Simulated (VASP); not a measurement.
## Ta: relaxation of cell and atoms with revPBE+D3(BJ)

The system is Ta.

```
CELL_PARAMETERS angstrom
2.90037 0.00000 0.00000
-1.45019 2.51180 0.00000
0.00000 0.00000 5.16627
ATOMIC_POSITIONS crystal
Ta 0.33333 0.66667 0.25000
Ta 0.66667 0.33333 0.75000
```

| Property | Result |
| --- | --- |
| Program | VASP 6.6.1 |
| Task | relaxation of cell and atoms |
| Functional | revPBE |
| Dispersion | D3(BJ) |
| Potentials or basis | VASP PAW PBE potentials, release 64 (Ta_pv) |
| Cutoff | 600 eV |
| k mesh | 11 × 11 × 5 |
| Occupations | fermi-dirac, width 0.05 eV |
| Spin | no spin polarisation |
| Dipole correction | no |
| Further INCAR settings | ALGO = Normal; EDIFF = 1e-07; IBRION = 2; EDIFFG = -0.01; NSW = 60; ISIF = 3 |

| Property | Result |
| --- | --- |
| Relaxed volume | 17.99 Å³/atom |
| Relaxed cell | a = 2.858 Å, b = 2.858 Å, c = 5.084 Å, α = 90.00°, β = 90.00°, γ = 120.00° |
| Space group after relaxing (to 0.05 Å) | P6_3/mmc (No. 194) |
| Energy gained by relaxing | 22.7 meV/atom |
| Ionic steps | 9 |
| Pressure after relaxing | 0.0 GPa |
| Band gap on the k mesh | zero (band 11 reaches 7.02 eV, above the bottom of band 12 at 5.44 eV) |
| Dispersion energy per atom | -1.177 eV |

The path:
| step | energy change (eV) | largest force (eV/Å) | pressure (GPa) | volume (Å³) |
| --- | --- | --- | --- | --- |
| 1 | 0.0000 | 0.0000 | -8.45 | 37.64 |
| 2 | 0.2149 | 0.0000 | 25.89 | 32.49 |
| 3 | -0.0452 | 0.0000 | -0.35 | 36.05 |
| 4 | -0.0452 | 0.0000 | -0.03 | 35.99 |
| 5 | -0.0452 | 0.0000 | 0.15 | 35.96 |
| 6 | -0.0453 | 0.0000 | -0.34 | 36.04 |
| 7 | -0.0453 | 0.0000 | -0.13 | 36.01 |
| 8 | -0.0453 | 0.0000 | 0.13 | 35.96 |
| 9 | -0.0453 | 0.0000 | 0.01 | 35.98 |

Final structure:
```cif
data_structure
_symmetry_space_group_name_H-M 'P 1'
_symmetry_Int_Tables_number 1
_cell_length_a 2.8585
_cell_length_b 2.8585
_cell_length_c 5.0844
_cell_angle_alpha 90.000
_cell_angle_beta 90.000
_cell_angle_gamma 120.000
_cell_volume 35.98
loop_
_atom_site_label
_atom_site_type_symbol
_atom_site_fract_x
_atom_site_fract_y
_atom_site_fract_z
_atom_site_occupancy
Ta1 Ta 0.33333 0.66667 0.25000 1
Ta2 Ta 0.66667 0.33333 0.75000 1
```

Levels at points of the mesh, in eV from the Fermi level:
| k point | band 7 | band 8 | band 9 | band 10 | band 11 | band 12 | band 13 | band 14 | band 15 |
| --- | --- | --- | --- | --- | --- | --- | --- | --- | --- |
| (0.00, 0.00, 0.00) | -8.39 | -5.08 | -0.63 | -0.05 | 0.58 | 0.58 | 1.18 | 1.18 | 3.08 |

It took 59 s on 1 thread of Intel(R) Xeon(R) 6975P-C (Granite Rapids), with other jobs on the host, peak memory 0.2 GiB.

Caveat: the PAW data sets were made with another functional, which shifts forces and pressure a little; spin-orbit coupling is left out, which moves the levels of the heavy elements; pairwise dispersion overbinds metals, which lowers pressure and volume.
